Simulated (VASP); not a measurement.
# AlN (Fm-3m) in VASP: G0W0 quasiparticle levels with PBE

Aim: the G0W0 quasiparticle levels of AlN with PBE.

Everything below comes from runs of VASP 6.6.1. Logs are shortened: lines on timing, memory, paths and dates and some standing lists are left out, and cuts for length are marked.

## 1. The cell of the first run

The structure is cubic, space group Fm-3m (No. 225). The conventional cell has a = 3.957 Å, b = 3.957 Å, c = 3.957 Å, α = 90.00°, β = 90.00°, γ = 90.00°. Al (site symmetry m-3m) has 6 N at 1.98 Å within 2.6 Å. Within 2.6 Å of N (site symmetry m-3m) lie 6 Al at 1.98 Å.

## 2. G0W0 quasiparticle levels, PBE

POSCAR reads:

```
AlN
1.0
    0.0000000000      1.9784910831      1.9784910831
    1.9784910831      0.0000000000      1.9784910831
    1.9784910831      1.9784910831      0.0000000000
Al N
1 1
Direct
    0.0000000000      0.0000000000      0.0000000000
    0.5000000000      0.5000000000      0.5000000000
```

INCAR.step1 reads:

```
  ALGO = Normal
  EDIFF = 1E-8
  ENCUT = 500
  GGA = PE
  ISMEAR = 0
  LASPH = T
  LCHARG = F
  LREAL = F
  LWAVE = T
  NELM = 60
  PREC = Accurate
  SIGMA = 0.01
```

INCAR.step2 reads:

```
  ALGO = Exact
  EDIFF = 1E-8
  ENCUT = 500
  GGA = PE
  ISMEAR = 0
  ISTART = 1
  LASPH = T
  LCHARG = F
  LOPTICS = T
  LREAL = F
  LWAVE = T
  NBANDS = 68
  NELM = 1
  PREC = Accurate
  SIGMA = 0.01
```

INCAR.step3 reads:

```
  ALGO = EVGW0
  EDIFF = 1E-8
  ENCUT = 500
  ENCUTGW = 150.0
  GGA = PE
  ISMEAR = 0
  ISTART = 1
  LASPH = T
  LCHARG = F
  LREAL = F
  LWAVE = F
  NBANDS = 68
  NBANDSGW = 12
  NELMGW = 1
  NOMEGA = 96
  OMEGAMAX = 20
  PREC = Accurate
  PRECFOCK = Fast
  SIGMA = 0.01
```

KPOINTS reads:

```
k-points
0
Gamma
  6 6 6
```

Potentials or basis: VASP PAW PBE potentials, release 64 (Al_GW, N_GW).

Command:

```sh
$ cat potpaw_PBE.64/Al_GW/POTCAR potpaw_PBE.64/N_GW/POTCAR > POTCAR
$ cp INCAR.step1 INCAR
$ mpirun -np 1 vasp_std > vasp.out
$ cp INCAR.step2 INCAR
$ mpirun -np 1 vasp_std > vasp.out
$ cp INCAR.step3 INCAR
$ mpirun -np 1 vasp_std > vasp.out
```

OUTCAR:

```text
EDIFF = 1E-8
   ENCUT = 500
   ENCUTGW = 150.0
   GGA = PE
   ISMEAR = 0
   ISTART = 1
   LASPH = T
   LREAL = F
   NELMGW = 1
   PREC = Accurate
   PRECFOCK = Fast

 ion  position               nearest neighbor table
   1  0.000  0.000  0.000-   2 1.98   2 1.98   2 1.98   2 1.98   2 1.98   2 1.98
   2  0.500  0.500  0.500-   1 1.98   1 1.98   1 1.98   1 1.98   1 1.98   1 1.98

  LATTYP: Found a face centered cubic cell.
 ALAT       =     3.9569821662

  Lattice vectors:

 A1 = (   0.0000000000,   1.9784910831,   1.9784910831)
 A2 = (   1.9784910831,   0.0000000000,   1.9784910831)
 A3 = (   1.9784910831,   1.9784910831,   0.0000000000)

Analysis of symmetry for initial positions (statically):
=====================================================================
 Subroutine PRICEL returns:
 Original cell was already a primitive cell.

 Routine SETGRP: Setting up the symmetry group for a
 face centered cubic supercell.

 Subroutine GETGRP returns: Found 48 space group operations
 (whereof 48 operations were pure point group operations)
 out of a pool of 48 trial point group operations.

The static configuration has the point symmetry O_h .

Analysis of symmetry for dynamics (positions and initial velocities):
=====================================================================
 Subroutine PRICEL returns:
 Original cell was already a primitive cell.

 Routine SETGRP: Setting up the symmetry group for a
 face centered cubic supercell.

 Subroutine GETGRP returns: Found 48 space group operations
 (whereof 48 operations were pure point group operations)
 out of a pool of 48 trial point group operations.

The dynamic configuration has the point symmetry O_h .

 Subroutine INISYM returns: Found 48 space group operations
 (whereof 48 operations are pure point group operations),
 and found     1 'primitive' translations

----------------------------------------------------------------------------------------

                                     Primitive cell

  volume of cell :      15.4893

  direct lattice vectors                    reciprocal lattice vectors
[... 78 lines left out ...]
   EDIFF  = 0.1E-07   stopping-criterion for ELM
   LREAL  =      F    real-space projection
   EDIFFG = 0.1E-06   stopping-criterion for IOM
   NSW    =      0    number of steps for IOM
   IBRION =     -1    ionic relax: 0-MD 1-quasi-New 2-CG
   NFREE  =      0    steps in history (QN), initial steepest desc. (CG)
   ISIF   =      0    stress and relaxation
   ISYM   =      3    0-nonsym 1-usesym 2-fastsym
   POTIM  = 0.5000    time-step for ionic-motion
   TEBEG  =    0.0;   TEEND  =   0.0 temperature during run
   PSTRESS=    0.0 pullay stress
   NELECT =       8.0000    total number of electrons
   NUPDOWN=      -1.0000    fix difference up-down
   EMIN   =  10.00;   EMAX   =-10.00  energy-range for DOS
   EFERMI =   0.00;   METHOD = LEGACY
   ISMEAR =     0;   SIGMA  =   0.01  broadening in eV -4-tet -1-fermi 0-gaus
   EFERMI_NEDOS =   21; number of points for ismear=-14 and -15
   IALGO  =     38    algorithm
   IMIX   =      4    mixing-type and parameters
     AMIX     =   0.40;   BMIX     =  1.00
     AMIX_MAG =   1.60;   BMIX_MAG =  1.00
  volume/ion in A,a.u.               =       7.74        52.26
  Fermi-wavevector in a.u.,A,eV,Ry     =   1.313492  2.482140 23.473600  1.725261
  Thomas-Fermi vector in A             =   2.443811
   LORBIT       =      0    0 simple, 1 ext, 2 COOP (PROOUT), +10 PAW based schemes
   GGA     = PE    functional components
   LHFCALC =     T    Hartree Fock is set to
   PRECFOCK=fast      Normal, Fast or Accurate (Low or Medium for compatibility)
   ENCUT4O =  -1.0   cutoff for four orbital integrals eV
   NKREDX  =     1    reduce k-point grid by
   NKREDY  =     1    reduce k-point grid by
   NKREDZ  =     1    reduce k-point grid by
   AEXX    =    1.0000 exact exchange contribution
   HFSCREEN=    0.0000 screening length (either q_TF or 0.3 A-1)
   HFSCREENC=   0.0000 screening length for correlation (either q_TF or 0.3 A-1)
   ENCUTFOCK=  -1.0 apply spherical cutoff to Coloumb kernel
   IVDW    =     0    specifies the selected vdW correction
   LEPSILON=     F    determine dielectric tensor
   LRPA    =     F    only Hartree local field effects (RPA)
   LRPAFORCE           =     F    calculate RPA forces
   ENCUTGW             = 150.0    cutoff for response function in eV
   ENCUTGWSOFT         = 120.0    soft cutoff for Coulomb kernel in GW response function in eV
   ENCUTLF             =  -1.0    cutoff for local field effects
   NELMGW              =     1    number of iterations in solving QP/BSE equation
   NELMHF              =     1    number of iterations in the inner HF iteration
   NKREDLFX            =     1    NKREDLFY  =   1   NKREDLFZ  =   1
 non-spin polarized calculation
 Gauss-broadening in eV      SIGMA  =   0.01
  energy-cutoff  :      500.00
  volume of cell :       15.49
 maximum number of plane-waves:       411
  NGX = 12; NGY = 12; NGZ = 12
   NGX = 11   NGY = 11   NGZ = 11
 maximum number of plane-waves:        72

 QP shifts <psi_nk| G(iteration)W_0 |psi_nk>: iteration 1
 for sc-GW calculations column KS-energies equals QP-energies in previous step
 and V_xc(KS)=  KS-energies - (<T + V_ion + V_H > + <T+V_H+V_ion>^1  + <V_x>^1)

 k-point   1 :       0.0000    0.0000    0.0000
  band No.  KS-energies  QP-energies   sigma(KS)   V_xc(KS)     V^pw_x(r,r')   Z            occupation Imag(sigma)

      1      -8.7068     -10.4506     -17.0465     -14.7815     -25.1838       0.7699       2.0000       1.3522
      2       9.4500       8.7066     -18.5373     -17.6136     -21.3916       0.8048       2.0000       0.0302
      3       9.4500       8.7066     -18.5373     -17.6136     -21.3916       0.8048       2.0000       0.0302
      4       9.4500       8.7066     -18.5373     -17.6136     -21.3916       0.8048       2.0000       0.0302
      5      16.0972      17.2350     -13.5588     -14.9518      -8.9723       0.8167       0.0000      -0.0489
      6      21.8202      22.7474      -9.8665     -10.9844      -4.7201       0.8295       0.0000      -0.0569
      7      21.8202      22.7474      -9.8665     -10.9844      -4.7201       0.8295       0.0000      -0.0569
      8      21.8202      22.7474      -9.8665     -10.9844      -4.7201       0.8295       0.0000      -0.0569
      9      27.1236      27.4593      -9.4250      -9.8678      -2.7972       0.7581       0.0000      -0.2393
     10      27.7080      28.9165     -10.3409     -11.8283      -4.6538       0.8125       0.0000      -0.1386
     11      27.7080      28.9165     -10.3409     -11.8283      -4.6538       0.8125       0.0000      -0.1386
     12      29.4740      30.4713     -10.0827     -11.3957      -2.9106       0.7595       0.0000      -0.3452
[... 228 lines left out ...]
      1      -3.9725      -5.2835     -18.8403     -17.1243     -26.5158       0.7640       2.0000       0.8135
      2       2.4188       1.0783     -15.6603     -13.9085     -19.8587       0.7652       2.0000       0.0726
      3       4.6177       3.3941     -16.1828     -14.6285     -19.7792       0.7872       2.0000       0.0501
      4       5.6187       4.5072     -16.4522     -15.0511     -19.8008       0.7933       2.0000       0.0429
      5      17.0673      18.1988     -11.4692     -12.8375      -6.8774       0.8269       0.0000      -0.0462
      6      17.8956      18.8124     -11.2539     -12.3603      -6.5520       0.8286       0.0000      -0.0491
      7      22.6996      24.1033     -13.3828     -15.1785      -7.4331       0.7818       0.0000      -0.0841
      8      23.9610      25.1828     -11.1910     -12.7457      -5.1424       0.7859       0.0000      -0.1013
      9      28.4646      29.7143     -11.9452     -13.5816      -4.7470       0.7636       0.0000      -0.3137
     10      31.9192      32.8897     -10.3819     -11.6166      -3.2430       0.7860       0.0000      -0.5216
     11      35.3642      36.6898     -11.2362     -12.8867      -4.1842       0.8032       0.0000      -0.7188
     12      38.2643      39.7200     -11.7965     -13.6326      -3.9651       0.7928       0.0000      -1.0218
```

OUTCAR.step2:

```text
EDIFF = 1E-8
   ENCUT = 500
   GGA = PE
   ISMEAR = 0
[... 848 lines left out ...]
  --------------------------------------------------------------------------------------------------------------
     0.00000     5.26209     5.26209     5.26209     0.00000     0.00000    -0.00000
     1.95016     5.42884     5.42884     5.42884     0.00000     0.00000    -0.00000
     3.90032     6.04805     6.04805     6.04805     0.00000     0.00000    -0.00000
     5.85049     7.83087     7.83087     7.83087     0.00000     0.00000    -0.00000
     7.80065    18.24371    18.24371    18.24371     0.00000     0.00000    -0.00000
     9.75081   -15.42939   -15.42939   -15.42939    -0.00000    -0.00000     0.00000
[... 92 lines left out ...]
   191.11591     0.98009     0.98009     0.98009    -0.00000    -0.00000     0.00000
   193.06607     0.98052     0.98052     0.98052    -0.00000    -0.00000     0.00000
```

It took 98 s on 1 thread of Intel Xeon Platinum 8375C at 2.90GHz (Ice Lake), shared host; peak memory 0.29 GiB.

What came out:

```
Quasiparticle gap                                   : 6.55 eV
Least direct quasiparticle gap                      : 8.53 eV
Band gap of the starting levels on the mesh         : 5.19 eV
Least direct gap of the starting levels on the mesh : 6.65 eV
```

Caveat: the k points lie up to 0.46 Å⁻¹ apart; bands, screening cutoff and mesh are small and nothing is extrapolated, so the quasiparticle values aren't converged; the structure was generated, so it needn't be the stable form of AlN.
